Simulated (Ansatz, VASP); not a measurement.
## One calculation of BaTiO3, two programs

```
CELL_PARAMETERS angstrom
3.85288 0.00000 0.00000
0.00000 3.85288 0.00000
0.00000 0.00000 4.37079
ATOMIC_POSITIONS crystal
Ba 0.50000 0.50000 0.60089
Ti 0.00000 0.00000 0.11796
O 0.00000 0.50000 0.05598
O 0.50000 0.00000 0.05598
O 0.00000 0.00000 0.52920
```

Change from the starting cell: epitaxial_xy strain -3.0%.

Alike in both runs: task single point; functional r2SCAN; k mesh 6 × 6 × 6; non-collinear spin, spin-orbit coupling.

|  | VASP | Ansatz |
| --- | --- | --- |
| version | VASP 6.6.1 | Ansatz 0.2.0 |
| potentials or method | VASP PAW PBE potentials, release 64 (Ba_sv, Ti_sv, O) | plane waves, PAW |
| plane-wave cutoff (eV) | 520 | 500 |
| occupations | gaussian, width 0.01 eV | fixed |
| valence electrons in the cell | 40 | 40 |

VASP gave:

```
pressure (GPa)                                                : 7.3
traceless stress, the component that is largest in VASP (GPa) : -5.31
rms of the force components (eV/Å)                            : 0.063
net moment per atom (μB)                                      : 0.00
```

**Question.** Which values does Ansatz return?

**Answer.** Pressure (GPa): 5.3; traceless stress, the component that is largest in VASP (GPa): -5.26; rms of the force components (eV/Å): 0.001; net moment per atom (μB): 0.00.

VASP's potentials were made for PBE, not for r2SCAN. Atom by atom the forces differ by 0.063 eV/Å (rms over components).
